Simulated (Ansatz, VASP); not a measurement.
## PbS: VASP beside Ansatz

File POSCAR:

```
PbS
1.0
    2.1207464328     -6.1088031014      0.0000000000
    2.1207464328      6.1088031014      0.0000000000
    0.0000000000      0.0000000000      4.3632505017
Pb S
2 2
Direct
    0.8694366500      0.1305633500      0.7500000000
    0.1305633500      0.8694366500      0.2500000000
    0.6452029100      0.3547970900      0.7500000000
    0.3547970900      0.6452029100      0.2500000000
```

File INCAR.step1:

```
PREC     = Accurate       # precision mode
ENCUT    = 520            # plane-wave cutoff, eV
ISMEAR   = -1             # smearing method
SIGMA    = 0.02           # smearing width, eV
LREAL    = False          # projectors in reciprocal space
LASPH    = True           # aspherical terms in the spheres
NELM     = 100            # most SCF steps
NBANDS   = 28             # bands
GGA      = PE             # functional
ALGO     = Normal         # electronic algorithm
EDIFF    = 1E-4           # SCF threshold, eV
LWAVE    = True           # write WAVECAR
LCHARG   = False          # write CHGCAR
```

INCAR.step2

```
PREC     = Accurate       # precision mode
ENCUT    = 520            # plane-wave cutoff, eV
EDIFF    = 1E-7           # SCF threshold, eV
ISMEAR   = -1             # smearing method
SIGMA    = 0.02           # smearing width, eV
LREAL    = False          # projectors in reciprocal space
LASPH    = True           # aspherical terms in the spheres
NELM     = 100            # most SCF steps
ALGO     = Normal         # electronic algorithm
ISIF     = 2              # what is computed and relaxed
LWAVE    = False          # write WAVECAR
LCHARG   = False          # write CHGCAR
METAGGA  = R2SCAN         # meta-GGA
LMIXTAU  = True         
NBANDS   = 28             # bands
ISTART   = 1
```

File KPOINTS:

```
regular mesh
0
Gamma
  4 4 4
```

Input for Ansatz:

```yaml
crystal:
  lattice:
    - [2.1207464327555807, -6.1088031013939625, 0.0]
    - [2.1207464327555807, 6.1088031013939625, 0.0]
    - [0.0, 0.0, 4.363250501683892]
  atoms:
    - { symbol: Pb, position: [0.86943665, 0.13056335, 0.75] }
    - { symbol: Pb, position: [0.13056335, 0.86943665, 0.25] }
    - { symbol: S, position: [0.64520291, 0.35479709, 0.75] }
    - { symbol: S, position: [0.35479709, 0.64520291, 0.25] }
basis:
  ecutwfc: 500.0
kpoints:
  mp_grid:
    grid: [4, 4, 4]
hamiltonian:
  xc: r2scan
scf:
  occupations:
    method: fermi_dirac
    width: 0.02
output:
  stress: true
```

Alike in both runs: task single point; functional r2SCAN; k mesh 4 × 4 × 4; occupations fermi-dirac, width 0.02 eV; no spin polarisation.

```csv
,VASP,Ansatz
version,VASP 6.6.1,Ansatz 0.2.0
potentials or method,"VASP PAW PBE potentials, release 64 (Pb_d, S), cutoff 520 eV","plane waves, PAW"
valence electrons in the cell,40,40
```

|  | VASP | Ansatz | Ansatz less VASP |
| --- | --- | --- | --- |
| pressure (GPa) | -3.0 | -3.0 | +0.01 |
| traceless stress, the component that is largest in VASP (GPa) | -0.10 | -0.10 | -0.005 |

VASP's potentials were made for PBE, not for r2SCAN. With one functional, cell and mesh, what is left measures potentials, basis and numerics.

Neither program's run includes spin-orbit coupling.
